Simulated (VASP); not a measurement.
FeNi3: relaxation of cell and atoms with PBEsol

Crystal: FeNi3.

```
Ni Fe
1.0
     3.54500    0.00000    0.00000
     0.00000    3.54500    0.00000
     0.00000    0.00000    3.54500
Ni Fe
3 1
Direct
  0.50000 0.50000 0.00000
  0.50000 0.00000 0.50000
  0.00000 0.50000 0.50000
  0.00000 0.00000 0.00000
```

```json
{"Program": "VASP 6.6.1", "Task": "relaxation of cell and atoms", "Functional": "PBEsol", "Potentials or basis": "VASP PAW PBE potentials, release 64 (Ni, Fe)", "Cutoff": "600 eV", "k mesh": "8 × 8 × 8", "Occupations": "fermi-dirac, width 0.05 eV", "Spin": "collinear spin, ferromagnetic start", "Starting moments": "[1.0, 1.0, 1.0, 3.0] μB", "Target pressure": "2 GPa", "Dipole correction": "no", "Further INCAR settings": "ALGO = Normal; EDIFF = 1e-06; IBRION = 2; EDIFFG = -0.01; NSW = 60; ISIF = 3"}
```

```json
{
  "Relaxed volume": "10.52 Å³/atom",
  "Relaxed cell": "a = 3.478 Å, b = 3.478 Å, c = 3.478 Å, α = 90.00°, β = 90.00°, γ = 90.00°",
  "Space group after relaxing (to 0.1 Å)": "Pm-3m (No. 221)",
  "Energy change on relaxing (the run minimises the enthalpy)": "-16.2 meV/atom",
  "Ionic steps": "3",
  "Pressure after relaxing": "1.9 GPa",
  "Net moment": "4.65 μB per cell",
  "Site moments": "Ni +0.61; Fe +2.82 μB",
  "Valence electrons inside the program's atomic spheres": "Ni 9.45; Fe 7.21"
}
```

The path:
```csv
step,energy change (eV),largest force (eV/Å),pressure (GPa),volume (Å³)
1,0.0000,0.0000,-9.46,44.55
2,0.0790,0.0000,17.67,39.61
3,-0.0647,0.0000,1.87,42.07
```

Final structure:
```cif
data_structure
_symmetry_space_group_name_H-M 'P 1'
_symmetry_Int_Tables_number 1
_cell_length_a 3.4779
_cell_length_b 3.4779
_cell_length_c 3.4779
_cell_angle_alpha 90.000
_cell_angle_beta 90.000
_cell_angle_gamma 90.000
_cell_volume 42.07
loop_
_atom_site_label
_atom_site_type_symbol
_atom_site_fract_x
_atom_site_fract_y
_atom_site_fract_z
_atom_site_occupancy
Ni1 Ni 0.50000 0.50000 0.00000 1
Ni2 Ni 0.50000 0.00000 0.50000 1
Ni3 Ni 0.00000 0.50000 0.50000 1
Fe1 Fe 0.00000 0.00000 0.00000 1
```

Levels at points of the mesh, in eV from the Fermi level:
Spin up:
```csv
k point,band 18,band 19,band 20,band 21,band 22,band 23,band 24,band 25
"(0.00, 0.00, 0.00)",-0.62,-0.58,-0.58,-0.58,2.24,2.24,2.24,9.35
"(0.50, 0.00, 0.00)",-1.60,-1.37,-1.06,-0.62,-0.57,7.80,7.80,7.82
"(0.50, 0.50, 0.00)",-1.71,-1.55,-1.54,0.85,0.85,0.94,0.96,11.57
"(0.50, 0.50, 0.50)",-0.77,-0.77,-0.77,-0.64,-0.64,-0.64,-0.54,5.84
```
Spin down:
```
           k point  band 13  band 14  band 15  band 16  band 17  band 18  band 19  band 20  band 21  band 22
(0.00, 0.00, 0.00)    -0.02     0.27     0.27     0.27     1.01     1.01     1.33     1.33     1.33     2.33
(0.50, 0.00, 0.00)    -1.05    -1.05    -0.93    -0.42    -0.18    -0.18     0.27     0.45     0.59     1.31
(0.50, 0.50, 0.00)    -1.32    -1.31    -1.31    -0.87    -0.76     0.14     0.14     0.31     1.50     1.50
(0.50, 0.50, 0.50)    -0.62    -0.53    -0.53    -0.53     0.04     0.04     0.04     0.84     0.84     0.84
```

Run time: 110 s on 1 thread of AMD EPYC 9R45 96-Core Processor (Zen 5), on a shared host, peak memory 0.2 GiB.

Caveat: the cell is relaxed towards a set pressure, so the run minimises the enthalpy, not the energy; the PAW data sets were made with another functional, which shifts forces and pressure a little.
